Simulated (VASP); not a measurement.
A run of VASP 6.6.1 is set up as follows.

Contents of INCAR:

```
  PREC = Accurate
  ENCUT = 600
  EDIFF = 1E-7
  ISMEAR = 0
  SIGMA = 0.1
  LREAL = F
  LASPH = T
  NELM = 80
  ALGO = Normal
  ISIF = 3
  LWAVE = F
  LCHARG = F
  GGA = PE
  IBRION = 2
  NSW = 90
  EDIFFG = -0.04
```

The input KPOINTS:

```
regular mesh
0
Gamma
  6 6 4
```

The input POSCAR:

```
Mo
1.0
    2.8775761300      0.0000000000      0.0000000000
    0.0000000000      2.9202758500      0.0000000000
    0.0000000000      0.0000000000      3.8905997200
Mo
2
Direct
    0.0000000000      0.0000000000      0.7872208400
    0.5000000000      0.5000000000      0.2127791600
```

Potentials or basis: VASP PAW PBE potentials, release 64 (Mo_sv).

Run with:

```console
$ cat potpaw_PBE.64/Mo_sv/POTCAR > POTCAR
$ mpirun -np 1 vasp_std > vasp.out
```

Q: Estimate the relaxed volume.

A: 15.79 Å³/atom.

Q: Predict the relaxed cell.

A: a = 3.160 Å, b = 3.160 Å, c = 3.162 Å, α = 90.00°, β = 90.00°, γ = 90.00°.

The path:
```csv
step,energy change (eV),largest force (eV/Å),pressure (GPa),volume (Å³)
1,0.0000,1.8247,3.40,32.69
2,-0.5400,0.0928,-13.58,34.17
3,-0.8103,0.1118,-21.16,35.10
4,-1.0219,0.3775,-14.09,33.68
5,-1.0404,0.5998,-10.84,33.18
6,-1.1046,0.4702,-5.71,32.39
7,-1.1255,0.4014,-0.85,31.73
8,-1.1262,0.3944,0.23,31.59
9,-1.1315,0.3210,0.33,31.57
10,-1.1393,0.1296,0.71,31.49
11,-1.1395,0.1008,0.82,31.48
12,-1.1405,0.0712,-0.33,31.61
13,-1.1406,0.0628,-0.68,31.66
14,-1.1412,0.0405,-0.33,31.61
15,-1.1414,0.0217,-0.04,31.57
```

Caveat: the k points lie up to 0.50 Å⁻¹ apart in the final cell.
